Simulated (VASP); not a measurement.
Set up this calculation in VASP 6.6.1, as the native input.

| Item | Value |
| --- | --- |
| Task | single point |
| Functional | PBE |
| Potentials or basis | VASP PAW PBE potentials, release 64 (Ir) |
| Cutoff | 500 eV |
| k mesh | 6 × 6 × 4 |
| Occupations | methfessel-paxton, width 0.01 eV |
| Spin | no spin polarisation |
| Dipole correction | no |
| Further INCAR settings | ALGO = Normal; EDIFF = 1e-06; NBANDS = 16 |

The structure of Ir lies in POSCAR:

```
Ir
1.0
    2.9873554508      0.0000000000      0.0000000000
   -1.4936777254      2.5871257105      0.0000000000
    0.0000000000      0.0000000000      4.8450074345
Ir
2
Direct
    0.6666666667      0.3333333333      0.7500000000
    0.3333333333      0.6666666667      0.2500000000
```

These files were run (other wordings do the same):

INCAR

```
SYSTEM = Ir
  PREC = Accurate
  ENCUT = 500
  EDIFF = 1E-6
  ISMEAR = 1
  SIGMA = 0.01
  LREAL = .FALSE.
  LASPH = .TRUE.
  NELM = 120
  ALGO = Normal
  ISIF = 2
  LWAVE = .FALSE.
  LCHARG = .FALSE.
  GGA = PE
  NBANDS = 16
  GGA_COMPAT = .FALSE.
```

KPOINTS

```
Automatic mesh
0
G
  6 6 4
  0 0 0
```

Potentials or basis: VASP PAW PBE potentials, release 64 (Ir).

Run with:

```sh
$ cat potpaw_PBE.64/Ir/POTCAR > POTCAR
$ mpirun -np 1 vasp_std > vasp.out
```

It gave:

* Pressure: -44.6 GPa
* Band gap on the k mesh: zero (band 9 reaches 6.82 eV, above the bottom of band 10 at 4.76 eV)

Caveat: the k points lie up to 0.40 Å⁻¹ apart; spin-orbit coupling is left out, which moves the levels of the heavy elements.

Run time: 10 s on 1 thread of Intel(R) Xeon(R) 6975P-C (Granite Rapids) (shared host), peak memory 0.15 GiB.
